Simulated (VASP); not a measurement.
# Sn in VASP: a series of runs

Sn is run at these levels: PBEsol; tasks: single point.

Program: VASP 6.6.1. These are calculated values, not measurements. Logs are shortened: lines on timing, memory, paths and dates and some standing lists are left out, and cuts for length are marked.

### Step 1. The cell of the first run

It takes space group C2/m (No. 12, monoclinic). The conventional cell has a = 7.863 Å, b = 4.625 Å, c = 4.625 Å, α = 90.00°, β = 123.71°, γ = 90.00°. Within 3.7 Å of Sn (site symmetry m) lie 4 Sn at 2.82 to 2.85 Å.

### Step 2. Single point, PBEsol (shear of c along a, cell held: +4.0 %, then relaxed in part)

INCAR reads:

```
PREC = Accurate
ENCUT = 520
EDIFF = 1E-6
ISMEAR = 0
SIGMA = 0.1
LREAL = False
LASPH = True
NELM = 60
ALGO = Fast
ISIF = 2
LWAVE = False
LCHARG = False
GGA = PS
NBANDS = 36
```

KPOINTS reads:

```
Automatic mesh
0
Gamma
  12 12 8
```

POSCAR reads:

```
Sn
1.0
    3.2703517034      3.2703517034      0.0000000000
   -3.2703517034      3.2703517034      0.0000000000
    0.1849990293      0.1849990293      6.5407034068
Sn
4
Direct
    0.0048941882      0.0000000000      0.4997979464
   -0.0048941882      0.5000000000      0.2502020536
    0.5048941882      0.5000000000     -0.0002020536
    0.4951058118      0.0000000000      0.7502020536
```

Potentials or basis: VASP PAW PBE potentials, release 64 (Sn_d).

Started as:

```sh
cat potpaw_PBE.64/Sn_d/POTCAR > POTCAR
mpirun -np 1 vasp_std > vasp.out
```

OUTCAR:

```text
PREC = Accurate
   ENCUT = 520
   EDIFF = 1E-6
   ISMEAR = 0
   LREAL = False
   LASPH = True
   NELM = 60
   ISIF = 2
   GGA = PS

 ion  position               nearest neighbor table
   1  0.005  0.000  0.500-   4 2.82   2 2.83   2 2.83   4 2.85
   2  0.995  0.500  0.250-   3 2.82   1 2.83   1 2.83   3 2.85
   3  0.505  0.500  1.000-   2 2.82   4 2.83   4 2.83   2 2.85
   4  0.495  0.000  0.750-   1 2.82   3 2.83   3 2.83   1 2.85

  LATTYP: Found a simple monoclinic cell.
 ALAT       =     4.6249757327
 B/A-ratio  =     1.0000000000
 C/A-ratio  =     1.4153444810
 COS(beta)  =    -0.0399680383

  Lattice vectors:

 A1 = (   3.2703517034,   3.2703517034,   0.0000000000)
 A2 = (   3.2703517034,  -3.2703517034,   0.0000000000)
 A3 = (  -0.1849990293,  -0.1849990293,  -6.5407034068)

Analysis of symmetry for initial positions (statically):
=====================================================================
 Subroutine PRICEL returns following result:

  LATTYP: Found a base centered monoclinic cell.
 ALAT       =     7.8625443276
 B/A-ratio  =     0.5882288913
 C/A-ratio  =     0.5882288913
 COS(beta)  =    -0.5549536403

  Lattice vectors:

 A1 = (  -3.1778521887,   0.0924995146,   3.2703517034)
 A2 = (   0.0924995146,  -3.1778521887,   3.2703517034)
 A3 = (   3.2703517034,   3.2703517034,   0.0000000000)

   2 primitive cells build up your supercell.

 Routine SETGRP: Setting up the symmetry group for a
 simple monoclinic supercell.

 Subroutine GETGRP returns: Found  4 space group operations
 (whereof  2 operations were pure point group operations)
 out of a pool of  4 trial point group operations.

The static configuration has the point symmetry C_1h.
 The point group associated with its full space group is C_2h.

Analysis of symmetry for dynamics (positions and initial velocities):
=====================================================================
 Subroutine PRICEL returns following result:

  LATTYP: Found a base centered monoclinic cell.
 ALAT       =     7.8625443276
 B/A-ratio  =     0.5882288913
 C/A-ratio  =     0.5882288913
 COS(beta)  =    -0.5549536403

  Lattice vectors:

 A1 = (  -3.1778521887,   0.0924995146,   3.2703517034)
 A2 = (   0.0924995146,  -3.1778521887,   3.2703517034)
 A3 = (   3.2703517034,   3.2703517034,   0.0000000000)

   2 primitive cells build up your supercell.

 Routine SETGRP: Setting up the symmetry group for a
 simple monoclinic supercell.

 Subroutine GETGRP returns: Found  4 space group operations
 (whereof  2 operations were pure point group operations)
 out of a pool of  4 trial point group operations.

The dynamic configuration has the point symmetry C_1h.
 The point group associated with its full space group is C_2h.

 Subroutine INISYM returns: Found  4 space group operations
 (whereof  2 operations are pure point group operations),
 and found     2 'primitive' translations

----------------------------------------------------------------------------------------

                                     Primitive cell

  volume of cell :      69.9541

  direct lattice vectors                    reciprocal lattice vectors
    -3.177852189  0.092499515  3.270351703    -0.152888755  0.152888755  0.152888755
     0.092499515 -3.177852189  3.270351703     0.152888755 -0.152888755  0.152888755
     3.270351703  3.270351703  0.000000000     0.152888755  0.152888755  0.144240061

  length of vectors
     4.560975878  4.560975878  4.624975733     0.264811091  0.264811091  0.259913712

  position of ions in fractional coordinates (direct lattice)
     0.499797946  0.499797946  0.504692135
     0.750202054  0.750202054  0.245307865

  ion indices of the primitive-cell ions
   primitive index   ion index
                 1           1
                 2           4

----------------------------------------------------------------------------------------

 KPOINTS: Automatic mesh

Automatic generation of k-mesh.
 Grid dimensions read from file:
 generate k-points for:   12   12    8

 Generating k-lattice:

  Cartesian coordinates                     Fractional coordinates (reciprocal lattice)
     0.012740730  0.012740730 -0.000720725     0.083333333  0.000000000  0.000000000
    -0.012740730  0.012740730  0.000000000     0.000000000  0.083333333  0.000000000
     0.000000000  0.000000000  0.019111094     0.000000000  0.000000000  0.125000000

  Length of vectors
     0.018032521  0.018018113  0.019111094

  Shift w.r.t. Gamma in fractional coordinates (k-lattice)
     0.000000000  0.000000000  0.000000000

 Subroutine IBZKPT returns following result:
 ===========================================

 Found    350 irreducible k-points:

 Following reciprocal coordinates:
            Coordinates               Weight
  0.000000  0.000000  0.000000      1.000000
  0.083333  0.000000  0.000000      2.000000
  0.166667  0.000000  0.000000      2.000000
  0.250000  0.000000 -0.000000      2.000000
  0.333333  0.000000  0.000000      2.000000
  0.416667  0.000000  0.000000      2.000000
[... 16 lines left out ...]
  0.083333  0.250000 -0.000000      4.000000
  0.166667  0.250000  0.000000      4.000000
 [... further k-points ...]
   k-points           NKPTS =    350   k-points in BZ     NKDIM =    350   number of bands    NBANDS=     36
   number of dos      NEDOS =    301   number of ions     NIONS =      4
   total plane-waves  NPLWV =  64800
   dimension x,y,z NGX =    36 NGY =   36 NGZ =   50
   dimension x,y,z NGXF=    72 NGYF=   72 NGZF=  100
   ions per type =               4
   NGX,Y,Z   is equivalent  to a cutoff of  12.94, 12.94, 12.70 a.u.
   NGXF,Y,Z  is equivalent  to a cutoff of  25.88, 25.88, 25.40 a.u.
 SYSTEM =  unknown system
   PREC   = accura    normal or accurate (medium, high low for compatibility)
   ISTART =      0    job   : 0-new  1-cont  2-samecut
   ICHARG =      2    charge: 1-file 2-atom 10-const
   ISPIN  =      1    spin polarized calculation?
   LNONCOLLINEAR =      F non collinear calculations
   LSORBIT =      F    spin-orbit coupling
   LASPH  =      T    aspherical Exc in radial PAW
   ENCUT  =  520.0 eV  38.22 Ry    6.18 a.u.   8.60  8.60 12.17*2*pi/ulx,y,z
   NELM   =     60;   NELMIN=  2; NELMDL= -5     # of ELM steps
   EDIFF  = 0.1E-05   stopping-criterion for ELM
   LREAL  =      F    real-space projection
   EDIFFG = 0.1E-04   stopping-criterion for IOM
   NSW    =      0    number of steps for IOM
   IBRION =     -1    ionic relax: 0-MD 1-quasi-New 2-CG
   NFREE  =      0    steps in history (QN), initial steepest desc. (CG)
   ISIF   =      2    stress and relaxation
   ISYM   =      2    0-nonsym 1-usesym 2-fastsym
   POTIM  = 0.5000    time-step for ionic-motion
   TEBEG  =    0.0;   TEEND  =   0.0 temperature during run
   PSTRESS=    0.0 pullay stress
   NELECT =      56.0000    total number of electrons
   NUPDOWN=      -1.0000    fix difference up-down
   EMIN   =  10.00;   EMAX   =-10.00  energy-range for DOS
   EFERMI =   0.00;   METHOD = LEGACY
   ISMEAR =     0;   SIGMA  =   0.10  broadening in eV -4-tet -1-fermi 0-gaus
   EFERMI_NEDOS =   21; number of points for ismear=-14 and -15
   IALGO  =     68    algorithm
   IMIX   =      4    mixing-type and parameters
     AMIX     =   0.40;   BMIX     =  1.00
     AMIX_MAG =   1.60;   BMIX_MAG =  1.00
  volume/ion in A,a.u.               =      34.98       236.04
  Fermi-wavevector in a.u.,A,eV,Ry     =   1.206488  2.279932 19.804825  1.455614
  Thomas-Fermi vector in A             =   2.342154
   LORBIT       =      0    0 simple, 1 ext, 2 COOP (PROOUT), +10 PAW based schemes
   GGA     = PS    functional components
   LHFCALC =     F    Hartree Fock is set to
   AEXX    =    0.0000 exact exchange contribution
   IVDW    =     0    specifies the selected vdW correction
   LEPSILON=     F    determine dielectric tensor
   LRPA    =     F    only Hartree local field effects (RPA)
 non-spin polarized calculation
 RMM-DIIS sequential band-by-band and
 Gauss-broadening in eV      SIGMA  =   0.10
  energy-cutoff  :      520.00
  volume of cell :      139.91
 maximum number of plane-waves:      3784
   NGX = 17   NGY = 17   NGZ = 25

 number of electron      55.9999977 magnetization

 Free energy of the ion-electron system (eV)
  ---------------------------------------------------
  ext. energy  EPLUGINS =         0.00000000
  ---------------------------------------------------
  free energy    TOTEN  =       -16.91364967 eV

  energy without entropy =      -16.91230707  energy(sigma->0) =      -16.91297837

 E-fermi :   5.2476     XC(G=0):  -8.9650

 val. band max:        5.2386447507   @ k =   0.0000   0.0833   0.1250
 cond. band min:       5.2595002215   @ k =   0.0000   0.4167   0.3750
 fundamental gap:      0.0208554708
 Fermi energy:         5.2476431266

 k-point     1 :       0.0000    0.0000    0.0000
  band No.  band energies     occupation
      1     -16.3596      2.00000
      2     -16.3591      2.00000
      3     -16.3301      2.00000
      4     -16.3113      2.00000
      5     -16.2905      2.00000
      6     -16.2534      2.00000
[... 28 lines left out ...]
     35      10.1009      0.00000
     36      12.7287      0.00000

 k-point     2 :       0.0833    0.0000    0.0000
  band No.  band energies     occupation
      1     -16.3638      2.00000
      2     -16.3597      2.00000
      3     -16.3303      2.00000
      4     -16.3157      2.00000
      5     -16.2922      2.00000
      6     -16.2494      2.00000
[... 28 lines left out ...]
     35      10.3603      0.00000
     36      12.3815      0.00000

 k-point     3 :       0.1667    0.0000    0.0000
  band No.  band energies     occupation
      1     -16.3727      2.00000
      2     -16.3599      2.00000
      3     -16.3311      2.00000
      4     -16.3252      2.00000
      5     -16.2951      2.00000
      6     -16.2400      2.00000
[... 28 lines left out ...]
     35      10.9961      0.00000
     36      11.5025      0.00000
[... 742 lines left out ...]
 k-point    23 :       0.0833    0.2500   -0.0000
  band No.  band energies     occupation
      1     -16.3798      2.00000
      2     -16.3627      2.00000
      3     -16.3461      2.00000
      4     -16.3174      2.00000
      5     -16.3049      2.00000
      6     -16.2281      2.00000
[... 28 lines left out ...]
     35      10.1806      0.00000
     36      10.8395      0.00000

 k-point    24 :       0.1667    0.2500    0.0000
  band No.  band energies     occupation
      1     -16.3789      2.00000
      2     -16.3693      2.00000
      3     -16.3463      2.00000
      4     -16.3196      2.00000
      5     -16.3119      2.00000
      6     -16.2210      2.00000
[... 28 lines left out ...]
     35       9.4689      0.00000
     36      10.0443      0.00000

 [... further k-points ...]

------------------------ aborting loop because EDIFF is reached ----------------------------------------

  FORCE on cell =-STRESS in cart. coord.  units (eV):
  Direction    XX          YY          ZZ          XY          YZ          ZX
  --------------------------------------------------------------------------------------
  -------------------------------------------------------------------------------------
  Total       -0.1383137     -0.1383137     -0.0899933     -0.0435866     -0.6663751     -0.6663750
  in kB       -1.5839165     -1.5839165     -1.0305697     -0.4991377     -7.6310799     -7.6310787
  external PRESSURE =      -1.3994676 kB  Pullay stress =       0.0000000 kB

 VOLUME and BASIS-vectors are now :
 -----------------------------------------------------------------------------
  energy-cutoff  :      520.00
  volume of cell :      139.91
      direct lattice vectors                 reciprocal lattice vectors
     3.270351703  3.270351703  0.000000000     0.152888755  0.152888755 -0.008648694
    -3.270351703  3.270351703  0.000000000    -0.152888755  0.152888755  0.000000000
     0.184999029  0.184999029  6.540703407     0.000000000  0.000000000  0.152888755

 POSITION                                       TOTAL-FORCE (eV/Angst)
 -----------------------------------------------------------------------------------
      0.10847      0.10847      3.26903         0.000447      0.000447     -0.000159
      1.66546      4.93581      1.63650        -0.000447     -0.000447      0.000159
      0.20097      3.47132      6.53938         0.000447      0.000447     -0.000159
      1.75796      1.75796      4.90685        -0.000447     -0.000447      0.000159
 -----------------------------------------------------------------------------------
    total drift:                               -0.000000      0.000000      0.000000

  FREE ENERGIE OF THE ION-ELECTRON SYSTEM (eV)
  ---------------------------------------------------
  free  energy   TOTEN  =       -16.9136496721 eV

  energy  without entropy=      -16.9123070743  energy(sigma->0) =      -16.91297837
```

It took 35 min on 1 thread of Intel Xeon 8259CL, shared host; peak memory 1.2 GiB.

Results:

```yaml
Free_energy: -16.9136 eV
Pressure: -0.1 GPa
Band_gap_on_the_k_mesh: zero (bands 28 and 29 overlap by 0.48 eV)
```

Stress tensor (GPa, compression positive):
```
-0.16 -0.05 -0.76
-0.05 -0.16 -0.76
-0.76 -0.76 -0.10
```

Levels at points of the mesh, in eV from the Fermi level:
| k point | band 26 | band 27 | band 28 | band 29 | band 30 | band 31 |
| --- | --- | --- | --- | --- | --- | --- |
| (0.00, 0.00, 0.00) | -0.89 | -0.08 | 0.08 | 0.25 | 0.78 | 0.79 |
| (0.50, 0.00, 0.00) | -2.94 | -1.15 | -1.15 | 1.46 | 1.46 | 3.89 |
| (0.00, 0.50, 0.00) | -2.94 | -1.15 | -1.15 | 1.47 | 1.47 | 3.71 |
| (0.50, 0.50, 0.00) | -2.53 | -2.26 | -2.26 | 0.59 | 0.59 | 0.97 |
| (0.00, 0.00, 0.50) | -1.55 | -1.55 | -1.55 | 0.95 | 0.95 | 2.06 |
| (0.50, 0.00, 0.50) | -1.16 | -1.01 | -0.92 | -0.36 | 0.13 | 3.09 |
| (0.00, 0.50, 0.50) | -1.16 | -1.00 | -1.00 | -0.12 | -0.12 | 3.18 |
| (0.50, 0.50, 0.50) | -3.01 | -2.92 | -2.92 | 3.05 | 3.05 | 3.48 |

Caveat: the cell differs from its parent crystal (shear of c along a, cell held: +4.0 %, then relaxed in part); the PAW data sets were made with another functional, which shifts forces and pressure a little; spin-orbit coupling is left out, which moves the levels of the heavy elements.

[end of part 1 of 2]
